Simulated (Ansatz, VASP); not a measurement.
## CdSe: VASP beside Ansatz

The input INCAR:

```
PREC = Accurate
ENCUT = 520
EDIFF = 1E-6
ISMEAR = -1
SIGMA = 0.05
LREAL = False
LASPH = True
NELM = 80
ALGO = Normal
ISIF = 2
LWAVE = False
LCHARG = False
GGA = PS
NBANDS = 26
```

The input KPOINTS:

```
Automatic mesh
0
Gamma
  7 7 4
```

File POSCAR:

```
CdSe
1.0
    4.2122202675      0.0000000000      0.0000000000
   -2.1061101337      3.6478897580      0.0000000000
    0.0000000000      0.0000000000      6.8766944832
Cd Se
2 2
Direct
    0.6666666667      0.3333333333      0.5000000000
    0.3333333333      0.6666666667      0.0000000000
    0.6666666667      0.3333333333      0.8850000000
    0.3333333333      0.6666666667      0.3850000000
```

input.yaml

```yaml
crystal:
  lattice:
    - [4.2122202675, 0.0, 0.0]
    - [-2.1061101337, 3.647889758, 0.0]
    - [0.0, 0.0, 6.8766944832]
  atoms:
    - { symbol: Cd, position: [0.6666666667, 0.3333333333, 0.5] }
    - { symbol: Cd, position: [0.3333333333, 0.6666666667, 0.0] }
    - { symbol: Se, position: [0.6666666667, 0.3333333333, 0.885] }
    - { symbol: Se, position: [0.3333333333, 0.6666666667, 0.385] }
kpoints:
  mp_grid: { grid: [7, 7, 4] }
scf:
  occupations: { method: fermi_dirac, width: 0.05 }
hamiltonian:
  xc: pbesol
  pseudopotentials: { kind: all_electron, lapw: { basis_error: 0.002 } }
output:
  forces: true
  stress: true
  eigenvalues: true
```

Change from the starting cell: volume scaled by 0.94.

Alike in both runs: task single point; functional PBEsol; k mesh 7 × 7 × 4; occupations fermi-dirac, width 0.05 eV; no spin polarisation.

```csv
,VASP,Ansatz
version,VASP 6.6.1,Ansatz 0.2.0
potentials or method,"VASP PAW PBE potentials, release 64 (Cd, Se), cutoff 520 eV","all-electron LAPW, scalar-relativistic"
```

Ansatz gave:

* gap on the k mesh at the Fermi level (eV): 0.70
* least direct gap on the mesh (eV): 0.70
* pressure (GPa): 3.9
* traceless stress, the component that is largest in VASP (GPa): -1.78
* rms of the force components (eV/Å): 0.192

Q: Estimate VASP's values.

A: gap on the k mesh at the Fermi level (eV): 0.71; least direct gap on the mesh (eV): 0.71; pressure (GPa): 4.4; traceless stress, the component that is largest in VASP (GPa): -1.85; rms of the force components (eV/Å): 0.199.

VASP's potentials were made for PBE, not for PBEsol. Atom by atom the forces differ by 0.007 eV/Å (rms over components). Ansatz ran all-electron here, and VASP with PAW potentials.
